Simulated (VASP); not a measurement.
Crystal: MnO2.

```
CELL_PARAMETERS angstrom
2.91260 0.00000 0.00000
-1.45630 2.52239 0.00000
0.00000 0.00000 4.69162
ATOMIC_POSITIONS crystal
Mn 0.00000 0.00000 0.50000
O 0.33333 0.66667 0.70629
O 0.66667 0.33333 0.29371
```

Program: VASP 6.6.1. Alike in all runs: task single point; spin collinear, ferromagnetic start; cell as given; k mesh 11 × 11 × 6; cutoff (eV) 520; smearing fermi-dirac 0.05 eV.

**Question.** Order these runs on this cell by their pressure, lowest first.
A. level PBEsol; potentials or basis VASP PAW PBE potentials, release 64 (Mn_pv, O)
B. level PBE; potentials or basis VASP PAW PBE potentials, release 64 (Mn_pv, O)
C. level LDA; potentials or basis VASP PAW LDA potentials, release 64 (Mn_pv, O)

**Answer.** C (-17.5 GPa), A (-11.3 GPa), B (-5.0 GPa).

Caveats: a cell with one magnetic atom can't hold antiferromagnetic order, which such compounds often take; the stress differs along the axes, from -13 to -7 GPa (at least some runs); the PAW data sets were made with another functional, which shifts forces and pressure a little (at least some runs); the cell stands under tension (at least some runs); the stress differs along the axes, from -20 to -13 GPa (at least some runs).
